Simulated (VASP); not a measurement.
Sb3C5:

```
Sb C
1.0
     5.65837    0.00000    0.00000
     0.00000    5.65837    0.00000
     0.00000    0.00000    5.65837
Sb C
3 5
Direct
  0.50000 0.00000 0.00000
  0.00000 0.50000 0.00000
  0.00000 0.00000 0.50000
  0.00000 0.50000 0.50000
  0.50000 0.00000 0.50000
  0.50000 0.50000 0.00000
  0.00000 0.00000 0.00000
  0.50000 0.50000 0.50000
```

The cell was generated, and may not be a known phase.

| Item | Value |
| --- | --- |
| Program | VASP 6.6.1 |
| Task | relaxation of cell and atoms |
| Functional | PBE |
| Potentials or basis | VASP PAW PBE potentials, release 64 (Sb, C) |
| Cutoff | 600 eV |
| k mesh | 4 × 4 × 4 |
| Occupations | gaussian, width 0.1 eV |
| Spin | no spin polarisation |

At the start: pressure -20.9 GPa; volume 22.65 Å³/atom.

Q: Where does the relaxation end?

A: Over 6 steps the energy falls by 1150.0 meV/atom and the volume is 12.76 Å³/atom (-43.7 %); space group Pm-3m (No. 221, to 0.1 Å) before and after.

The path:
| step | energy change (eV) | largest force (eV/Å) | pressure (GPa) | volume (Å³) |
| --- | --- | --- | --- | --- |
| 1 | 0.0000 | 0.0000 | -20.91 | 181.16 |
| 2 | -8.6585 | 0.0000 | -12.81 | 114.21 |
| 3 | -9.1992 | 0.0000 | -0.52 | 102.44 |
| 4 | -9.1958 | 0.0000 | 1.40 | 101.16 |
| 5 | -9.1970 | 0.0000 | -1.13 | 102.87 |
| 6 | -9.1998 | 0.0000 | 0.00 | 102.08 |

Final structure:
```xyz
8
Lattice="4.6736 0.0000 0.0000 0.0000 4.6736 0.0000 0.0000 0.0000 4.6736" Properties=species:S:1:pos:R:3 pbc="T T T"
Sb    2.3368    0.0000    0.0000
Sb    0.0000    2.3368    0.0000
Sb    0.0000    0.0000    2.3368
C     0.0000    2.3368    2.3368
C     2.3368    0.0000    2.3368
C     2.3368    2.3368    0.0000
C     0.0000    0.0000    0.0000
C     2.3368    2.3368    2.3368
```

Caveat: the volume moved by over 15 % at a fixed basis, so the end points are rough.
